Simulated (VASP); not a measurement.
# Sb (P2_1/m) in VASP: single point with PBE0

Aim: the single point of Sb with PBE0.

Program: VASP 6.6.1. These are calculated values, not measurements. Logs are shortened: lines on timing, memory, paths and dates and some standing lists are left out, and cuts for length are marked.

### 1 The cell of the first run

Symmetry: P2_1/m, No. 11, monoclinic system. The conventional cell has a = 3.059 Å, b = 4.259 Å, c = 4.316 Å, α = 90.00°, β = 90.51°, γ = 90.00°. Within 3.9 Å of Sb (site symmetry m) lie 6 Sb at 2.98 to 3.09 Å.

### 2 Single point, PBE0

Input file POSCAR:

```
Sb
1.0
    3.0586616250      0.0000000000      0.0000000000
    0.0000000000      4.2587682402      0.0000000000
   -0.0381205934      0.0000000000      4.3159114163
Sb
2
Direct
    0.0113890000      0.2500000000      0.2411660000
    0.9886110000      0.7500000000      0.7588340000
```

Input file INCAR.step1:

```
SYSTEM = Sb
ALGO = Normal
EDIFF = 1E-5
ENCUT = 520
GGA = PE
ISIF = 2
ISMEAR = -1
LASPH = .TRUE.
LCHARG = .FALSE.
LREAL = .FALSE.
LWAVE = .TRUE.
NBANDS = 12
NELM = 80
PREC = Accurate
SIGMA = 0.05
```

Input file INCAR.step2:

```
SYSTEM = Sb
AEXX = 0.25
ALGO = Normal
EDIFF = 1E-6
ENCUT = 520
GGA = PE
ISIF = 2
ISMEAR = -1
ISTART = 1
LASPH = .TRUE.
LCHARG = .FALSE.
LHFCALC = .TRUE.
LREAL = .FALSE.
LWAVE = .FALSE.
NBANDS = 12
NELM = 80
PREC = Accurate
PRECFOCK = Normal
SIGMA = 0.05
```

Input file KPOINTS:

```
k-points
0
G
  4 4 4
  0 0 0
```

Potentials or basis: VASP PAW PBE potentials, release 64 (Sb).

Run with:

```console
> cat potpaw_PBE.64/Sb/POTCAR > POTCAR
> cp INCAR.step1 INCAR
> mpirun -np 1 vasp_std > vasp.out
> cp INCAR.step2 INCAR
> mpirun -np 1 vasp_std > vasp.out
```

OUTCAR:

```text
SYSTEM = Sb
   AEXX = 0.25
   EDIFF = 1E-6
   ENCUT = 520
   GGA = PE
   ISIF = 2
   ISMEAR = -1
   ISTART = 1
   LASPH = .TRUE.
   LHFCALC = .TRUE.
   LREAL = .FALSE.
   NELM = 80
   PREC = Accurate
   PRECFOCK = Normal

 ion  position               nearest neighbor table
   1  0.011  0.250  0.241-   2 2.98   2 2.98   2 3.09   2 3.09
   2  0.989  0.750  0.759-   1 2.98   1 2.98   1 3.09   1 3.09

  LATTYP: Found a simple monoclinic cell.
 ALAT       =     3.0586616250
 B/A-ratio  =     1.3923633152
 C/A-ratio  =     1.4111007668
 COS(beta)  =    -0.0088322263

  Lattice vectors:

 A1 = (   3.0586616250,   0.0000000000,   0.0000000000)
 A2 = (   0.0000000000,   4.2587682402,   0.0000000000)
 A3 = (  -0.0381205934,   0.0000000000,   4.3159114163)

Analysis of symmetry for initial positions (statically):
=====================================================================
 Subroutine PRICEL returns:
 Original cell was already a primitive cell.

 Routine SETGRP: Setting up the symmetry group for a
 simple monoclinic supercell.

 Subroutine GETGRP returns: Found  4 space group operations
 (whereof  2 operations were pure point group operations)
 out of a pool of  4 trial point group operations.

The static configuration has the point symmetry S_2 .
 The point group associated with its full space group is C_2h.

Analysis of symmetry for dynamics (positions and initial velocities):
=====================================================================
 Subroutine PRICEL returns:
 Original cell was already a primitive cell.

 Routine SETGRP: Setting up the symmetry group for a
 simple monoclinic supercell.

 Subroutine GETGRP returns: Found  4 space group operations
 (whereof  2 operations were pure point group operations)
 out of a pool of  4 trial point group operations.

The dynamic configuration has the point symmetry S_2 .
 The point group associated with its full space group is C_2h.

 Subroutine INISYM returns: Found  4 space group operations
 (whereof  2 operations are pure point group operations),
 and found     1 'primitive' translations

----------------------------------------------------------------------------------------

                                     Primitive cell

  volume of cell :      56.2196

  direct lattice vectors                    reciprocal lattice vectors
     3.058661625  0.000000000  0.000000000     0.326940382  0.000000000  0.002887724
     0.000000000  4.258768240  0.000000000     0.000000000  0.234809678  0.000000000
    -0.038120593  0.000000000  4.315911416     0.000000000  0.000000000  0.231700770

  length of vectors
     3.058661625  4.258768240  4.316079764     0.326953135  0.234809678  0.231700770

  position of ions in fractional coordinates (direct lattice)
     0.011389000  0.250000000  0.241166000
     0.988611000  0.750000000  0.758834000

  ion indices of the primitive-cell ions
   primitive index   ion index
                 1           1
                 2           2

----------------------------------------------------------------------------------------

 KPOINTS: k-points

Automatic generation of k-mesh.
 Grid dimensions read from file:
 generate k-points for:    4    4    4

 Generating k-lattice:

  Cartesian coordinates                     Fractional coordinates (reciprocal lattice)
     0.081735095  0.000000000  0.000721931     0.250000000  0.000000000  0.000000000
     0.000000000  0.058702420  0.000000000     0.000000000  0.250000000  0.000000000
     0.000000000  0.000000000  0.057925193     0.000000000  0.000000000  0.250000000

  Length of vectors
     0.081738284  0.058702420  0.057925193

  Shift w.r.t. Gamma in fractional coordinates (k-lattice)
     0.000000000  0.000000000  0.000000000

 Subroutine IBZKPT returns following result:
 ===========================================

 Found     30 irreducible k-points:

 Following reciprocal coordinates:
            Coordinates               Weight
  0.000000  0.000000  0.000000      1.000000
  0.250000  0.000000  0.000000      2.000000
  0.500000  0.000000  0.000000      1.000000
  0.000000  0.250000  0.000000      2.000000
  0.250000  0.250000  0.000000      4.000000
  0.500000  0.250000  0.000000      2.000000
[... 16 lines left out ...]
  0.250000  0.000000  0.500000      2.000000
  0.500000  0.000000  0.500000      1.000000
 [... further k-points ...]
   k-points           NKPTS =     30   k-points in BZ     NKDIM =     64   number of bands    NBANDS=     12
   number of dos      NEDOS =    301   number of ions     NIONS =      2
   total plane-waves  NPLWV =  24576
   dimension x,y,z NGX =    24 NGY =   32 NGZ =   32
   dimension x,y,z NGXF=    48 NGYF=   64 NGZF=   64
   ions per type =               2
   NGX,Y,Z   is equivalent  to a cutoff of  13.04, 12.49, 12.33 a.u.
   NGXF,Y,Z  is equivalent  to a cutoff of  26.09, 24.98, 24.65 a.u.
 SYSTEM =  Sb
   PREC   = accura    normal or accurate (medium, high low for compatibility)
   ISTART =      1    job   : 0-new  1-cont  2-samecut
   ICHARG =      0    charge: 1-file 2-atom 10-const
   ISPIN  =      1    spin polarized calculation?
   LNONCOLLINEAR =      F non collinear calculations
   LSORBIT =      F    spin-orbit coupling
   LASPH  =      T    aspherical Exc in radial PAW
   ENCUT  =  520.0 eV  38.22 Ry    6.18 a.u.   5.69  7.92  8.03*2*pi/ulx,y,z
   NELM   =     80;   NELMIN=  2; NELMDL=  0     # of ELM steps
   EDIFF  = 0.1E-05   stopping-criterion for ELM
   LREAL  =      F    real-space projection
   EDIFFG = 0.1E-04   stopping-criterion for IOM
   NSW    =      0    number of steps for IOM
   IBRION =     -1    ionic relax: 0-MD 1-quasi-New 2-CG
   NFREE  =      0    steps in history (QN), initial steepest desc. (CG)
   ISIF   =      2    stress and relaxation
   ISYM   =      3    0-nonsym 1-usesym 2-fastsym
   POTIM  = 0.5000    time-step for ionic-motion
   TEBEG  =    0.0;   TEEND  =   0.0 temperature during run
   PSTRESS=    0.0 pullay stress
   NELECT =      10.0000    total number of electrons
   NUPDOWN=      -1.0000    fix difference up-down
   EMIN   =  10.00;   EMAX   =-10.00  energy-range for DOS
   EFERMI =   0.00;   METHOD = LEGACY
   ISMEAR =    -1;   SIGMA  =   0.05  broadening in eV -4-tet -1-fermi 0-gaus
   EFERMI_NEDOS =   21; number of points for ismear=-14 and -15
   IALGO  =     38    algorithm
   IMIX   =      1    mixing-type and parameters
     AMIX     =   0.40;   BMIX     =  1.00
     AMIX_MAG =   1.60;   BMIX_MAG =  1.00
  volume/ion in A,a.u.               =      28.11       189.69
  Fermi-wavevector in a.u.,A,eV,Ry     =   0.920687  1.739847 11.533185  0.847665
  Thomas-Fermi vector in A             =   2.046021
   LORBIT       =      0    0 simple, 1 ext, 2 COOP (PROOUT), +10 PAW based schemes
   GGA     = PE    functional components
   LHFCALC =     T    Hartree Fock is set to
   PRECFOCK=normal    Normal, Fast or Accurate (Low or Medium for compatibility)
   ENCUT4O =  -1.0   cutoff for four orbital integrals eV
   NKREDX  =     1    reduce k-point grid by
   NKREDY  =     1    reduce k-point grid by
   NKREDZ  =     1    reduce k-point grid by
   AEXX    =    0.2500 exact exchange contribution
   HFSCREEN=    0.0000 screening length (either q_TF or 0.3 A-1)
   HFSCREENC=   0.0000 screening length for correlation (either q_TF or 0.3 A-1)
   ENCUTFOCK=  -1.0 apply spherical cutoff to Coloumb kernel
   IVDW    =     0    specifies the selected vdW correction
   LEPSILON=     F    determine dielectric tensor
   LRPA    =     F    only Hartree local field effects (RPA)
 non-spin polarized calculation
  energy-cutoff  :      520.00
  volume of cell :       56.22
 maximum number of plane-waves:      1528
 NGX is ok and might be reduce to    24
  NGX = 18; NGY = 28; NGZ = 28

 number of electron      10.0000001 magnetization

 Free energy of the ion-electron system (eV)
  ---------------------------------------------------
  ext. energy  EPLUGINS =         0.00000000
  ---------------------------------------------------
  free energy    TOTEN  =       -10.84718281 eV

  energy without entropy =      -10.84705526  energy(sigma->0) =      -10.84711903

 E-fermi :   7.6513     XC(G=0):  -7.8374

 val. band max:        7.3084681886   @ k =   0.2500   0.5000   0.2500
 cond. band min:       7.9605650587   @ k =  -0.2500   0.5000   0.2500
 fundamental gap:      0.6520968700
 Fermi energy:         7.6513144154

 k-point     1 :       0.0000    0.0000    0.0000
  band No.  band energies     occupation
      1      -7.0348      2.00000
      2      -0.6911      2.00000
      3       2.9212      2.00000
      4       3.0741      2.00000
      5      10.2832      0.00000
      6      11.7628      0.00000
      7      12.1373      0.00000
      8      12.2594      0.00000
      9      15.3810      0.00000
     10      15.6422      0.00000
     11      16.8567      0.00000
     12      17.4866      0.00000

 k-point     2 :       0.2500    0.0000    0.0000
  band No.  band energies     occupation
      1      -6.0216      2.00000
      2       0.3984      2.00000
      3       3.8360      2.00000
      4       3.9893      2.00000
      5       4.7506      2.00000
      6      11.1794      0.00000
      7      11.2356      0.00000
      8      13.0914      0.00000
      9      13.2147      0.00000
     10      16.3350      0.00000
     11      16.3947      0.00000
     12      16.5109      0.00000

 k-point     3 :       0.5000    0.0000    0.0000
  band No.  band energies     occupation
      1      -4.1774      2.00000
      2       0.4335      2.00000
      3       2.9537      2.00000
      4       5.1429      2.00000
      5       5.2999      2.00000
      6       5.4514      2.00000
      7      13.0594      0.00000
      8      13.2840      0.00000
      9      13.3689      0.00000
     10      14.5555      0.00000
     11      14.6978      0.00000
     12      15.5422      0.00000
[... 286 lines left out ...]
 k-point    23 :       0.2500    0.0000    0.5000
  band No.  band energies     occupation
      1      -4.1515      2.00000
      2      -3.6752      2.00000
      3       6.3897      2.00000
      4       6.4250      2.00000
      5       6.7994      2.00000
      6       7.0693      1.99998
      7       8.5505      0.00000
      8       8.7112      0.00000
      9      17.6372      0.00000
     10      17.7747      0.00000
     11      18.1387      0.00000
     12      18.1805      0.00000

 k-point    24 :       0.5000    0.0000    0.5000
  band No.  band energies     occupation
      1      -2.2649      2.00000
      2      -1.7307      2.00000
      3       2.2496      2.00000
      4       2.6801      2.00000
      5       8.3824      0.00000
      6       9.0770      0.00000
      7      10.1398      0.00000
      8      10.1814      0.00000
      9      14.1613      0.00000
     10      14.4629      0.00000
     11      15.0881      0.00000
     12      15.3904      0.00000

 [... further k-points ...]

------------------------ aborting loop because EDIFF is reached ----------------------------------------

  FORCE on cell =-STRESS in cart. coord.  units (eV):
  Direction    XX          YY          ZZ          XY          YZ          ZX
  --------------------------------------------------------------------------------------
  -------------------------------------------------------------------------------------
  Total        2.4711591     -0.6981656     -1.1873130      0.0000000      0.0000000     -0.2149723
  in kB       70.4244264    -19.8967018    -33.8366873      0.0000000      0.0000000     -6.1263969
  external PRESSURE =       5.5636791 kB  Pullay stress =       0.0000000 kB

 VOLUME and BASIS-vectors are now :
 -----------------------------------------------------------------------------
  energy-cutoff  :      520.00
  volume of cell :       56.22
      direct lattice vectors                 reciprocal lattice vectors
     3.058661625  0.000000000  0.000000000     0.326940382  0.000000000  0.002887724
     0.000000000  4.258768240  0.000000000     0.000000000  0.234809678  0.000000000
    -0.038120593  0.000000000  4.315911416     0.000000000  0.000000000  0.231700770

 POSITION                                       TOTAL-FORCE (eV/Angst)
 -----------------------------------------------------------------------------------
      0.02564      1.06469      1.04085        -0.025943      0.000000     -0.143149
      2.99490      3.19408      3.27506         0.025943      0.000000      0.143149
 -----------------------------------------------------------------------------------
    total drift:                               -0.000000      0.000000     -0.000000

  FREE ENERGIE OF THE ION-ELECTRON SYSTEM (eV)
  ---------------------------------------------------
  free  energy   TOTEN  =       -10.8471828121 eV

  energy  without entropy=      -10.8470552558  energy(sigma->0) =      -10.84711903
```

It took 86 min on 1 thread of Intel Xeon Platinum 8259CL at 2.50GHz (Skylake/Cascade Lake), shared host; peak memory 0.19 GiB.

Results:

```
Free energy            : -10.8472 eV
Pressure               : 0.6 GPa
Largest force          : 0.145 eV/Å
Band gap on the k mesh : zero (bands 5 and 6 overlap by 11.24 eV)
```

Forces on the atoms (eV/Å):
```
Sb  -0.026  0.000 -0.143
Sb   0.026  0.000  0.143
```

Stress tensor (GPa, compression positive):
```
 7.04  0.00 -0.61
 0.00 -1.99  0.00
-0.61  0.00 -3.38
```

Caveat: the k points lie up to 0.51 Å⁻¹ apart, too coarse for converged energies and pressures of a metal; the PAW data sets were made with another functional, which shifts forces and pressure a little; spin-orbit coupling is left out, which moves the levels of the heavy elements.

The gap in the log of VASP goes by the Fermi energy; the results here count the filled bands.